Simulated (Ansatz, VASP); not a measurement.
NaF: VASP beside Ansatz

The input INCAR:

```
SYSTEM = NaF
PREC = Accurate
ENCUT = 520
EDIFF = 1E-6
ISMEAR = 0
SIGMA = 0.01
LREAL = .FALSE.
LASPH = .TRUE.
NELM = 100
ALGO = Normal
ISIF = 2
LWAVE = .FALSE.
LCHARG = .FALSE.
GGA = PS
NBANDS = 14
```

File KPOINTS:

```
Automatic mesh
0
G
  6 6 6
  0 0 0
```

POSCAR

```
NaF
1.0
    2.7934852186      0.0000000000      0.0000000000
    0.0000000000      2.7934852186      0.0000000000
    0.0000000000      0.0000000000      2.7934852186
Na F
1 1
Direct
    0.0000000000      0.0000000000      0.0000000000
    0.5000000000      0.5000000000      0.5000000000
```

Input for Ansatz:

```yaml
crystal:
  lattice:
    - [2.7934852186, 0.0, 0.0]
    - [0.0, 2.7934852186, 0.0]
    - [0.0, 0.0, 2.7934852186]
  atoms:
    - { symbol: Na, position: [0.0, 0.0, 0.0] }
    - { symbol: F, position: [0.5, 0.5, 0.5] }
kpoints:
  mp_grid: { grid: [6, 6, 6] }
hamiltonian:
  xc: pbesol
scf:
  occupations: { method: fixed }
  n_extra_bands: 4
output:
  forces: true
  stress: true
  eigenvalues: true
```

Alike in both runs: task single point; functional PBEsol; k mesh 6 × 6 × 6; no spin polarisation.

|  | VASP | Ansatz |
| --- | --- | --- |
| version | VASP 6.6.1 | Ansatz 0.2.0 |
| potentials or method | VASP PAW PBE potentials, release 64 (Na_pv, F) | plane waves |
| plane-wave cutoff (eV) | 520 | 420 |
| occupations | gaussian, width 0.01 eV | fixed |
| valence electrons in the cell | 14 | 16 |

Ansatz gave:

* gap on the k mesh at the Fermi level (eV): 6.00
* pressure (GPa): 1.4

Problem. Which values does VASP return?

Solution. gap on the k mesh at the Fermi level (eV): 5.98; pressure (GPa): 1.3.

VASP's potentials were made for PBE, not for PBEsol. VASP's potentials hold 14 valence electrons a cell and Ansatz's 16, so a difference there can come from the potentials and not from the codes.
